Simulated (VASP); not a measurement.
## Na: single point with LDA

Crystal: Na.

```
CELL_PARAMETERS angstrom
0.00000 2.51268 2.51268
2.51268 0.00000 2.51268
2.51268 2.51268 0.00000
ATOMIC_POSITIONS crystal
Na 0.00000 0.00000 0.00000
```

This cell differs from its parent crystal: volume scaled by 0.95.

```
Program                : VASP 6.6.1
Task                   : single point
Functional             : LDA
Potentials or basis    : VASP PAW LDA potentials, release 64 (Na_pv)
Cutoff                 : 520 eV
k mesh                 : 13 × 13 × 13
Occupations            : fermi-dirac, width 0.05 eV
Spin                   : no spin polarisation
Dipole correction      : no
Further INCAR settings : ALGO = Normal; EDIFF = 1e-07; NBANDS = 10
```

```json
{
 "Pressure": "0.5 GPa"
}
```

Levels at points of the mesh, in eV from the Fermi level:
| k point | band 2 | band 3 | band 4 | band 5 | band 6 | band 7 |
| --- | --- | --- | --- | --- | --- | --- |
| (0.00, 0.00, 0.00) | -24.85 | -24.85 | -3.64 | 11.98 | 11.98 | 11.98 |

Run time: 21 s on 1 thread of Intel(R) Xeon(R) Platinum 8259CL CPU @ 2.50GHz (Skylake/Cascade Lake), on a shared host, peak memory 0.14 GiB.
